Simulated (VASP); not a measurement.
AlP (a), 4 atoms in the cell. The structure is cubic, space group F-43m (No. 216). The conventional cell has a = 5.471 Å, b = 5.471 Å, c = 5.471 Å, α = 90.00°, β = 90.00°, γ = 90.00°. Al (site symmetry -43m) has 4 P at 2.37 Å within 3.1 Å. P (site symmetry -43m) has 4 Al at 2.37 Å within 3.1 Å. 

```yaml
Program: VASP 6.6.1
Task: single point
Functional: PBEsol
Potentials_or_basis: VASP PAW PBE potentials, release 64 (Al, P)
Cutoff: 500 eV
k_mesh: 8 × 6 × 8
Occupations: gaussian, width 0.02 eV
Spin: no spin polarisation
Dipole_correction: no
Further_INCAR_settings: ALGO = Normal; EDIFF = 1e-06; NBANDS = 16
```

Potentials or basis: VASP PAW PBE potentials, release 64 (Al, P).

The run is started by

```console
$ cat potpaw_PBE.64/Al/POTCAR potpaw_PBE.64/P/POTCAR > POTCAR
$ mpirun -np 1 vasp_std > vasp.out
```

Hardware: 1 thread of Intel Xeon 6975P-C, with other jobs on the host.

Problem. How long does it take, and how much memory?

Solution. Run time: 48 s on 1 thread of Intel Xeon 6975P-C, with other jobs on the host, peak memory 0.21 GiB. Counts: scf iterations 12, k points 60.
